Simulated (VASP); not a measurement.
# AgB2 (P6/mmm) in VASP: a series of runs

Runs on AgB2. Level: PBEsol. Tasks: single point.

All numbers are computed with VASP 6.6.1; they aren't measurements. Logs are shortened: lines on timing, memory, paths and dates and some standing lists are left out, and cuts for length are marked.

### 1 The cell of the first run

Symmetry: P6/mmm, No. 191, hexagonal system. The conventional cell has a = 3.000 Å, b = 3.000 Å, c = 3.863 Å, α = 90.00°, β = 90.00°, γ = 120.00°. Within 3.4 Å of Ag (site symmetry 6/mmm) lie 12 B at 2.59 Å and 6 Ag at 3.00 Å. Within 2.3 Å of B (site symmetry -6m2) lie 3 B at 1.73 Å.

### 2 Single point, PBEsol

INCAR

```
  ALGO = Normal
  EDIFF = 1E-6
  ENCUT = 520
  GGA = PS
  ISIF = 2
  ISMEAR = 1
  LASPH = True
  LCHARG = False
  LREAL = False
  LWAVE = False
  NBANDS = 16
  NELM = 80
  PREC = Accurate
  SIGMA = 0.05
```

KPOINTS

```
k-points
0
Gamma
  8 8 5
```

POSCAR

```
AgB2
1.0
    3.0003040332      0.0000000000      0.0000000000
   -1.5001520166      2.5983395118      0.0000000000
    0.0000000000      0.0000000000      3.8626085714
Ag B
1 2
Direct
    0.0000000000      0.0000000000      0.0000000000
    0.3333333333      0.6666666667      0.5000000000
    0.6666666667      0.3333333333      0.5000000000
```

Potentials or basis: VASP PAW PBE potentials, release 64 (Ag, B).

Started as:

```bash
> cat potpaw_PBE.64/Ag/POTCAR potpaw_PBE.64/B/POTCAR > POTCAR
> mpirun -np 1 vasp_std > vasp.out
```

OUTCAR:

```text
EDIFF = 1E-6
   ENCUT = 520
   GGA = PS
   ISIF = 2
   ISMEAR = 1
   LASPH = True
   LREAL = False
   NELM = 80
   PREC = Accurate

 ion  position               nearest neighbor table
   1  0.000  0.000  0.000-   2 2.59   3 2.59   2 2.59   3 2.59   2 2.59   2 2.59   3 2.59   3 2.59
                             3 2.59   3 2.59   2 2.59   2 2.59
   2  0.333  0.667  0.500-   3 1.73   3 1.73   3 1.73   1 2.59   1 2.59   1 2.59   1 2.59   1 2.59
                             1 2.59
   3  0.667  0.333  0.500-   2 1.73   2 1.73   2 1.73   1 2.59   1 2.59   1 2.59   1 2.59   1 2.59
                             1 2.59

  LATTYP: Found a hexagonal cell.
 ALAT       =     3.0003040332
 C/A-ratio  =     1.2874057191

  Lattice vectors:

 A1 = (   3.0003040332,   0.0000000000,   0.0000000000)
 A2 = (  -1.5001520166,   2.5983395118,   0.0000000000)
 A3 = (   0.0000000000,   0.0000000000,   3.8626085714)

Analysis of symmetry for initial positions (statically):
=====================================================================
 Subroutine PRICEL returns:
 Original cell was already a primitive cell.

 Routine SETGRP: Setting up the symmetry group for a
 hexagonal supercell.

 Subroutine GETGRP returns: Found 24 space group operations
 (whereof 24 operations were pure point group operations)
 out of a pool of 24 trial point group operations.

The static configuration has the point symmetry D_6h.

Analysis of symmetry for dynamics (positions and initial velocities):
=====================================================================
 Subroutine PRICEL returns:
 Original cell was already a primitive cell.

 Routine SETGRP: Setting up the symmetry group for a
 hexagonal supercell.

 Subroutine GETGRP returns: Found 24 space group operations
 (whereof 24 operations were pure point group operations)
 out of a pool of 24 trial point group operations.

The dynamic configuration has the point symmetry D_6h.

 Subroutine INISYM returns: Found 24 space group operations
 (whereof 24 operations are pure point group operations),
 and found     1 'primitive' translations

----------------------------------------------------------------------------------------

                                     Primitive cell

  volume of cell :      30.1122

  direct lattice vectors                    reciprocal lattice vectors
     3.000304033  0.000000000  0.000000000     0.333299555  0.192430588  0.000000000
    -1.500152017  2.598339512  0.000000000     0.000000000  0.384861176  0.000000000
     0.000000000  0.000000000  3.862608571     0.000000000  0.000000000  0.258892399

  length of vectors
     3.000304033  3.000304033  3.862608571     0.384861176  0.384861176  0.258892399

  position of ions in fractional coordinates (direct lattice)
     0.000000000  0.000000000  0.000000000
     0.333333333  0.666666667  0.500000000
     0.666666667  0.333333333  0.500000000

  ion indices of the primitive-cell ions
   primitive index   ion index
                 1           1
                 2           2
                 3           3

----------------------------------------------------------------------------------------

 KPOINTS: k-points

Automatic generation of k-mesh.
 Grid dimensions read from file:
 generate k-points for:    8    8    5

 Generating k-lattice:

  Cartesian coordinates                     Fractional coordinates (reciprocal lattice)
     0.041662444  0.024053823  0.000000000     0.125000000  0.000000000  0.000000000
     0.000000000  0.048107647  0.000000000     0.000000000  0.125000000  0.000000000
     0.000000000  0.000000000  0.051778480     0.000000000  0.000000000  0.200000000

  Length of vectors
     0.048107647  0.048107647  0.051778480

  Shift w.r.t. Gamma in fractional coordinates (k-lattice)
     0.000000000  0.000000000  0.000000000

 Subroutine IBZKPT returns following result:
 ===========================================

 Found     30 irreducible k-points:

 Following reciprocal coordinates:
            Coordinates               Weight
  0.000000  0.000000  0.000000      1.000000
  0.125000  0.000000  0.000000      6.000000
  0.250000  0.000000  0.000000      6.000000
  0.375000 -0.000000  0.000000      6.000000
  0.500000  0.000000  0.000000      3.000000
  0.125000  0.125000  0.000000      6.000000
[... 16 lines left out ...]
  0.250000  0.000000  0.400000     12.000000
  0.375000 -0.000000  0.400000     12.000000
 [... further k-points ...]
   k-points           NKPTS =     30   k-points in BZ     NKDIM =     30   number of bands    NBANDS=     16
   number of dos      NEDOS =    301   number of ions     NIONS =      3
   total plane-waves  NPLWV =  17280
   dimension x,y,z NGX =    24 NGY =   24 NGZ =   30
   dimension x,y,z NGXF=    48 NGYF=   48 NGZF=   60
   ions per type =               1   2
   NGX,Y,Z   is equivalent  to a cutoff of  13.30, 13.30, 12.91 a.u.
   NGXF,Y,Z  is equivalent  to a cutoff of  26.60, 26.60, 25.82 a.u.
 SYSTEM =  unknown system
   PREC   = accura    normal or accurate (medium, high low for compatibility)
   ISTART =      0    job   : 0-new  1-cont  2-samecut
   ICHARG =      2    charge: 1-file 2-atom 10-const
   ISPIN  =      1    spin polarized calculation?
   LNONCOLLINEAR =      F non collinear calculations
   LSORBIT =      F    spin-orbit coupling
   LASPH  =      T    aspherical Exc in radial PAW
   ENCUT  =  520.0 eV  38.22 Ry    6.18 a.u.   5.58  5.58  7.18*2*pi/ulx,y,z
   NELM   =     80;   NELMIN=  2; NELMDL= -5     # of ELM steps
   EDIFF  = 0.1E-05   stopping-criterion for ELM
   LREAL  =      F    real-space projection
   EDIFFG = 0.1E-04   stopping-criterion for IOM
   NSW    =      0    number of steps for IOM
   IBRION =     -1    ionic relax: 0-MD 1-quasi-New 2-CG
   NFREE  =      0    steps in history (QN), initial steepest desc. (CG)
   ISIF   =      2    stress and relaxation
   ISYM   =      2    0-nonsym 1-usesym 2-fastsym
   POTIM  = 0.5000    time-step for ionic-motion
   TEBEG  =    0.0;   TEEND  =   0.0 temperature during run
   PSTRESS=    0.0 pullay stress
   NELECT =      17.0000    total number of electrons
   NUPDOWN=      -1.0000    fix difference up-down
   EMIN   =  10.00;   EMAX   =-10.00  energy-range for DOS
   EFERMI =   0.00;   METHOD = LEGACY
   ISMEAR =     1;   SIGMA  =   0.05  broadening in eV -4-tet -1-fermi 0-gaus
   EFERMI_NEDOS =   21; number of points for ismear=-14 and -15
   IALGO  =     38    algorithm
   IMIX   =      4    mixing-type and parameters
     AMIX     =   0.40;   BMIX     =  1.00
     AMIX_MAG =   1.60;   BMIX_MAG =  1.00
  volume/ion in A,a.u.               =      10.04        67.74
  Fermi-wavevector in a.u.,A,eV,Ry     =   1.353040  2.556874 24.908407  1.830716
  Thomas-Fermi vector in A             =   2.480328
   LORBIT       =      0    0 simple, 1 ext, 2 COOP (PROOUT), +10 PAW based schemes
   GGA     = PS    functional components
   LHFCALC =     F    Hartree Fock is set to
   AEXX    =    0.0000 exact exchange contribution
   IVDW    =     0    specifies the selected vdW correction
   LEPSILON=     F    determine dielectric tensor
   LRPA    =     F    only Hartree local field effects (RPA)
 non-spin polarized calculation
 Methfessel and Paxton  Order N= 1 SIGMA  =   0.05
  energy-cutoff  :      520.00
  volume of cell :       30.11
 maximum number of plane-waves:       855
 NGX is ok and might be reduce to    24
   NGX = 11   NGY = 11   NGZ = 15

 number of electron      16.9999999 magnetization

 Free energy of the ion-electron system (eV)
  ---------------------------------------------------
  ext. energy  EPLUGINS =         0.00000000
  ---------------------------------------------------
  free energy    TOTEN  =       -15.79316253 eV

  energy without entropy =      -15.79197280  energy(sigma->0) =      -15.79276595

 E-fermi :   7.9932     XC(G=0): -12.4703

 val. band max:        7.9662981004   @ k =   0.1250   0.0000   0.4000
 cond. band min:       7.9988684634   @ k =   0.2500   0.0000   0.4000
 fundamental gap:      0.0325703630
 Fermi energy:         7.9932291987

 k-point     1 :       0.0000    0.0000    0.0000
  band No.  band energies     occupation
      1      -4.7551      2.00000
      2       1.7431      2.00000
      3       2.6356      2.00000
      4       2.6356      2.00000
      5       3.6583      2.00000
      6       3.6583      2.00000
[... 8 lines left out ...]
     15      24.4460      0.00000
     16      26.3344      0.00000

 k-point     2 :       0.1250    0.0000    0.0000
  band No.  band energies     occupation
      1      -4.4629      2.00000
      2       1.9293      2.00000
      3       2.4685      2.00000
      4       2.7615      2.00000
      5       2.8217      2.00000
      6       3.6145      2.00000
[... 8 lines left out ...]
     15      25.2543      0.00000
     16      25.5722      0.00000

 k-point     3 :       0.2500    0.0000    0.0000
  band No.  band energies     occupation
      1      -3.6099      2.00000
      2       1.9075      2.00000
      3       2.0527      2.00000
      4       2.3870      2.00000
      5       3.3161      2.00000
      6       3.5104      2.00000
[... 8 lines left out ...]
     15      23.1550      0.00000
     16      23.8568      0.00000

 k-point     4 :       0.3750   -0.0000    0.0000
  band No.  band energies     occupation
      1      -2.2666      2.00000
      2       1.0890      2.00000
      3       1.6457      2.00000
      4       2.1249      2.00000
      5       3.4086      2.00000
      6       3.9222      2.00000
[... 8 lines left out ...]
     15      21.9669      0.00000
     16      23.5516      0.00000

 k-point     5 :       0.5000    0.0000    0.0000
  band No.  band energies     occupation
      1      -0.7547      2.00000
      2      -0.3497      2.00000
      3       1.5145      2.00000
      4       1.8706      2.00000
      5       3.3670      2.00000
      6       4.2513      2.00000
[... 8 lines left out ...]
     15      22.0598      0.00000
     16      24.8040      0.00000

 k-point     6 :       0.1250    0.1250    0.0000
  band No.  band energies     occupation
      1      -3.8900      2.00000
      2       2.1581      2.00000
      3       2.2106      2.00000
      4       2.2356      2.00000
      5       3.1749      2.00000
      6       3.4975      2.00000
[... 8 lines left out ...]
     15      23.1018      0.00000
     16      24.1021      0.00000
[... 267 lines left out ...]
 k-point    21 :       0.0000    0.0000    0.4000
  band No.  band energies     occupation
      1      -3.7461      2.00000
      2      -0.0608      2.00000
      3       2.7823      2.00000
      4       2.7823      2.00000
      5       2.8722      2.00000
      6       3.4748      2.00000
[... 8 lines left out ...]
     15      20.8573      0.00000
     16      23.0253      0.00000

 k-point    22 :       0.1250    0.0000    0.4000
  band No.  band energies     occupation
      1      -3.5253      2.00000
      2       0.2859      2.00000
      3       2.6429      2.00000
      4       2.8771      2.00000
      5       2.9656      2.00000
      6       3.3417      2.00000
[... 8 lines left out ...]
     15      21.1338      0.00000
     16      22.9027      0.00000

 k-point    23 :       0.2500    0.0000    0.4000
  band No.  band energies     occupation
      1      -2.8865      2.00000
      2       1.0863      2.00000
      3       2.4919      2.00000
      4       2.6106      2.00000
      5       3.0038      2.00000
      6       3.4677      2.00000
[... 8 lines left out ...]
     15      20.8438      0.00000
     16      20.9449      0.00000

 k-point    24 :       0.3750   -0.0000    0.4000
  band No.  band energies     occupation
      1      -1.9245      2.00000
      2       1.1092      2.00000
      3       1.8461      2.00000
      4       2.7000      2.00000
      5       3.3692      2.00000
      6       3.7023      2.00000
[... 8 lines left out ...]
     15      22.0997      0.00000
     16      22.8452      0.00000

 [... further k-points ...]

------------------------ aborting loop because EDIFF is reached ----------------------------------------

  FORCE on cell =-STRESS in cart. coord.  units (eV):
  Direction    XX          YY          ZZ          XY          YZ          ZX
  --------------------------------------------------------------------------------------
  -------------------------------------------------------------------------------------
  Total        0.7947847      0.7947847      0.4930085      0.0000000      0.0000000      0.0000000
  in kB       42.2881022     42.2881022     26.2315026      0.0000000      0.0000000      0.0000000
  external PRESSURE =      36.9359023 kB  Pullay stress =       0.0000000 kB

 VOLUME and BASIS-vectors are now :
 -----------------------------------------------------------------------------
  energy-cutoff  :      520.00
  volume of cell :       30.11
      direct lattice vectors                 reciprocal lattice vectors
     3.000304033  0.000000000  0.000000000     0.333299555  0.192430588  0.000000000
    -1.500152017  2.598339512  0.000000000     0.000000000  0.384861176  0.000000000
     0.000000000  0.000000000  3.862608571     0.000000000  0.000000000  0.258892399

 POSITION                                       TOTAL-FORCE (eV/Angst)
 -----------------------------------------------------------------------------------
      0.00000      0.00000      0.00000        -0.000000      0.000000     -0.000000
     -0.00000      1.73223      1.93130         0.000000     -0.000000      0.000000
      1.50015      0.86611      1.93130        -0.000000      0.000000     -0.000000
 -----------------------------------------------------------------------------------
    total drift:                               -0.000000      0.000000      0.000000

  FREE ENERGIE OF THE ION-ELECTRON SYSTEM (eV)
  ---------------------------------------------------
  free  energy   TOTEN  =       -15.7931625327 eV

  energy  without entropy=      -15.7919727991  energy(sigma->0) =      -15.79276595
```

Wall time 37 s (1 thread of Intel Xeon 8259CL, shared host); peak memory 0.15 GiB.

What came out:

```yaml
Free_energy: -15.7932 eV
Pressure: 3.7 GPa
Band_gap_on_the_k_mesh: zero (an odd number of electrons rules out a gap without spin polarisation)
```

Caveat: the cell stands under pressure; the PAW data sets were made with another functional, which shifts forces and pressure a little.

### 3 Single point, PBEsol

This run uses another cell than the first one, of 10.24 Å³/atom.

INCAR

```
ALGO = Normal
EDIFF = 1E-7
ENCUT = 520
GGA = PS
ISIF = 2
ISMEAR = 1
LASPH = True
LCHARG = True
LELF = True
LREAL = False
LVHAR = True
LWAVE = False
NBANDS = 16
NELM = 60
PREC = Accurate
SIGMA = 0.05
```

KPOINTS is that of step 2.

POSCAR

```
AgB2
1.0
    3.0205769727      0.0000000000      0.0000000000
   -1.5102884864      2.6158963925      0.0000000000
    0.0000000000      0.0000000000      3.8887080697
Ag B
1 2
Direct
    0.0000000000      0.0000000000      0.0000000000
    0.3333333333      0.6666666667      0.5000000000
    0.6666666667      0.3333333333      0.5000000000
```

Potentials or basis: VASP PAW PBE potentials, release 64 (Ag, B).

Started as:

```bash
> cat potpaw_PBE.64/Ag/POTCAR potpaw_PBE.64/B/POTCAR > POTCAR
> mpirun -np 1 vasp_std > vasp.out
```

OUTCAR:

```text
EDIFF = 1E-7
   ENCUT = 520
   GGA = PS
   ISIF = 2
   ISMEAR = 1
   LASPH = True
   LREAL = False
   NELM = 60
   PREC = Accurate

 ion  position               nearest neighbor table
   1  0.000  0.000  0.000-   2 2.61   3 2.61   2 2.61   3 2.61   3 2.61   3 2.61   2 2.61   2 2.61
                             3 2.61   3 2.61   2 2.61   2 2.61
   2  0.333  0.667  0.500-   3 1.74   3 1.74   3 1.74   1 2.61   1 2.61   1 2.61   1 2.61   1 2.61
                             1 2.61
[... 657 lines left out ...]
  FORCE on cell =-STRESS in cart. coord.  units (eV):
  Direction    XX          YY          ZZ          XY          YZ          ZX
  --------------------------------------------------------------------------------------
  -------------------------------------------------------------------------------------
  Total        0.0243420      0.0243420     -0.0330917     -0.0000000     -0.0000000     -0.0000000
  in kB        1.2692631      1.2692631     -1.7254979     -0.0000000     -0.0000000     -0.0000000
  external PRESSURE =       0.2710094 kB  Pullay stress =       0.0000000 kB

 VOLUME and BASIS-vectors are now :
 -----------------------------------------------------------------------------
  energy-cutoff  :      520.00
  volume of cell :       30.73
      direct lattice vectors                 reciprocal lattice vectors
     3.020576973  0.000000000  0.000000000     0.331062578  0.191139069  0.000000000
    -1.510288486  2.615896392  0.000000000     0.000000000  0.382278137  0.000000000
     0.000000000  0.000000000  3.888708070     0.000000000  0.000000000  0.257154814

 POSITION                                       TOTAL-FORCE (eV/Angst)
 -----------------------------------------------------------------------------------
      0.00000      0.00000      0.00000         0.000000      0.000000      0.000000
     -0.00000      1.74393      1.94435        -0.000000     -0.000000     -0.000000
      1.51029      0.87197      1.94435         0.000000     -0.000000      0.000000
 -----------------------------------------------------------------------------------
    total drift:                               -0.000000      0.000000      0.000000

  FREE ENERGIE OF THE ION-ELECTRON SYSTEM (eV)
  ---------------------------------------------------
  free  energy   TOTEN  =       -15.8006240127 eV

  energy  without entropy=      -15.7992826914  energy(sigma->0) =      -15.80017691
```

OSZICAR:

```text
N       E                     dE             d eps       ncg     rms          rms(c)
DAV:   1     0.638842355930E+02    0.63884E+02   -0.77200E+03   976   0.961E+02
DAV:   2    -0.180751642274E+02   -0.81959E+02   -0.74325E+02  1296   0.215E+02
DAV:   3    -0.197793183133E+02   -0.17042E+01   -0.16986E+01  1104   0.315E+01
DAV:   4    -0.197837995299E+02   -0.44812E-02   -0.44809E-02  1256   0.175E+00
DAV:   5    -0.197838316942E+02   -0.32164E-04   -0.32164E-04  1072   0.143E-01    0.118E+01
DAV:   6    -0.162576725729E+02    0.35262E+01   -0.86397E+00  1176   0.443E+01    0.125E+01
DAV:   7    -0.158514722111E+02    0.40620E+00   -0.18367E+00   960   0.157E+01    0.450E+00
DAV:   8    -0.158055634532E+02    0.45909E-01   -0.16824E-01  1104   0.403E+00    0.108E+00
DAV:   9    -0.158011811499E+02    0.43823E-02   -0.62278E-03  1144   0.125E+00    0.389E-01
DAV:  10    -0.158009836704E+02    0.19748E-03   -0.16835E-03  1088   0.391E-01    0.110E-01
DAV:  11    -0.158006202686E+02    0.36340E-03   -0.29537E-04  1040   0.258E-01    0.133E-02
DAV:  12    -0.158006263814E+02   -0.61128E-05   -0.34354E-05  1136   0.588E-02    0.130E-02
DAV:  13    -0.158006240808E+02    0.23006E-05   -0.35816E-06  1144   0.296E-02    0.243E-03
DAV:  14    -0.158006240127E+02    0.68168E-07   -0.48273E-07  1088   0.104E-02
   1 F= -.15800624E+02 E0= -.15800177E+02  d E =-.134132E-02
```

stdout:

```text
POSCAR found type information on POSCAR AgB
 POSCAR found :  2 types and       3 ions
 scaLAPACK will be used
 -----------------------------------------------------------------------------
|                                                                             |
|                                                                             |
|     You enforced a specific xc type in the INCAR file but a different       |
|     I HOPE YOU KNOW WHAT YOU ARE DOING!                                     |
|                                                                             |
 -----------------------------------------------------------------------------

 LDA part: xc-table for (Slater+PW92), standard interpolation
 POSCAR, INCAR and KPOINTS ok, starting setup
 FFT: planning ... GRIDC
 FFT: planning ... GRID_SOFT
 FFT: planning ... GRID
 WAVECAR not read
 entering main loop
```

Wall time 39 s (1 thread of Intel Xeon 8259CL, shared host); peak memory 0.15 GiB.

Results:

* Free energy: -15.8006 eV
* Pressure: 0.0 GPa
* Band gap on the k mesh: zero (an odd number of electrons rules out a gap without spin polarisation)

Levels at points of the mesh, in eV from the Fermi level:
```
           k point  band 4  band 5  band 6  band 7  band 8  band 9  band 10  band 11  band 12  band 13
(0.00, 0.00, 0.00)   -5.26   -4.27   -4.27   -3.93    1.15    1.15     1.79     7.06     7.06     8.90
(0.50, 0.00, 0.00)   -5.99   -4.55   -3.70   -2.89   -2.01    2.33     3.01     4.03     5.85     7.95
```

Caveat: the PAW data sets were made with another functional, which shifts forces and pressure a little.

(Continued in part 2 of 2.)
